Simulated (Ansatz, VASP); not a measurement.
**C in VASP and in Ansatz**

```
C
1.0
     1.22803    0.70900    3.34701
    -1.22803    0.70900    3.34701
     0.00000   -1.41800    3.34701
C
2
Cartesian
  -0.2121 -0.2121 1.4967
  0.0000 0.0000 8.3943
```

Alike in both runs: task single point; functional LDA; k mesh 12 × 12 × 12; occupations gaussian, width 0.05 eV; no spin polarisation.

```csv
,VASP,Ansatz
version,VASP 6.6.1,Ansatz 0.2.0
potentials or method,"VASP PAW LDA potentials, release 64 (C), cutoff 520 eV","scalar-relativistic, plane waves, PAW"
valence electrons in the cell,8,8
```

Ansatz gave:

| Property | Result |
| --- | --- |
| gap on the k mesh at the Fermi level (eV) | none |
| pressure (GPa) | 21.9 |
| traceless stress, the component that is largest in VASP (GPa) | 39.07 |
| rms of the force components (eV/Å) | 5.906 |

Task: Which values does VASP return?

Result: gap on the k mesh at the Fermi level (eV): none; pressure (GPa): 22.4; traceless stress, the component that is largest in VASP (GPa): 39.56; rms of the force components (eV/Å): 5.909.

LDA's correlation is that of Perdew and Zunger in VASP and of Perdew and Wang (1992) in Ansatz. Atom by atom the forces differ by 0.010 eV/Å (rms over components). A gap of «none» marks a metal or a gap that the smearing closes.
